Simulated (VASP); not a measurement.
Here is a VASP 6.6.1 calculation.

Contents of INCAR:

```
SYSTEM = Ni
  ALGO = Normal
  EDIFF = 1E-6
  ENCUT = 520
  GGA = PS
  ISIF = 2
  ISMEAR = -1
  ISPIN = 2
  LASPH = .TRUE.
  LCHARG = .FALSE.
  LMAXMIX = 4
  LORBIT = 11
  LREAL = .FALSE.
  LWAVE = .FALSE.
  MAGMOM = 1.5 1.5
  NBANDS = 21
  NELM = 150
  PREC = Accurate
  SIGMA = 0.1
```

Contents of KPOINTS:

```
k-points
0
G
  13 13 7
  0 0 0
```

The input POSCAR:

```
Ni
1.0
    2.4682555126      0.0000000000      0.0000000000
   -1.2341272521      2.1375718690      0.0000000000
    0.0000000000      0.0000000000      4.1064690967
Ni
2
Direct
    0.3333333333      0.6666666667      0.2500000000
    0.6666666667      0.3333333333      0.7500000000
```

Potentials or basis: VASP PAW PBE potentials, release 64 (Ni).

Run with:

```console
$ cat potpaw_PBE.64/Ni/POTCAR > POTCAR
$ mpirun -np 1 vasp_std > vasp.out
```

(1) What does it give for the site moments?

(2) Predict the pressure.

(3) What does it give for the net moment?

Answers

(1) Ni +0.63 μB.

(2) -7.8 GPa.

(3) 1.24 μB per cell.

Caveat: the cell stands under tension; the PAW data sets were made with another functional, which shifts forces and pressure a little.
